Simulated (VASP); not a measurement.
AlRu: single point with PBEsol

AlRu:

```
Al Ru
1.0
     2.90960    0.00000    0.00000
     0.00000    2.90960    0.00000
     0.00000    0.00000    2.90960
Al Ru
1 1
Direct
  0.00000 0.00000 0.00000
  0.50000 0.50000 0.50000
```

```json
{
 "Program": "VASP 6.6.1",
 "Task": "single point",
 "Functional": "PBEsol",
 "Potentials or basis": "VASP PAW PBE potentials, release 64 (Al, Ru_pv)",
 "Cutoff": "520 eV",
 "k mesh": "10 × 10 × 10",
 "Occupations": "fermi-dirac, width 0.05 eV",
 "Spin": "no spin polarisation",
 "Dipole correction": "no",
 "Further INCAR settings": "ALGO = Normal; EDIFF = 1e-06; NBANDS = 16"
}
```

- Pressure: 17.5 GPa

Levels at points of the mesh, in eV from the Fermi level:
| k point | band 7 | band 8 | band 9 | band 10 | band 11 | band 12 |
| --- | --- | --- | --- | --- | --- | --- |
| (0.00, 0.00, 0.00) | 0.19 | 0.19 | 0.19 | 6.47 | 6.47 | 6.47 |
| (0.50, 0.00, 0.00) | -1.81 | -1.81 | 0.48 | 2.58 | 7.36 | 11.41 |
| (0.50, 0.50, 0.00) | -1.44 | -1.36 | -1.36 | 1.71 | 5.83 | 7.15 |
| (0.50, 0.50, 0.50) | 1.82 | 1.82 | 3.10 | 4.29 | 4.29 | 4.29 |

Wall time 7.6 s on 1 thread of Intel Xeon 6975P-C, on a shared host, peak memory 0.15 GiB.

Caveat: the PAW data sets were made with another functional, which shifts forces and pressure a little.
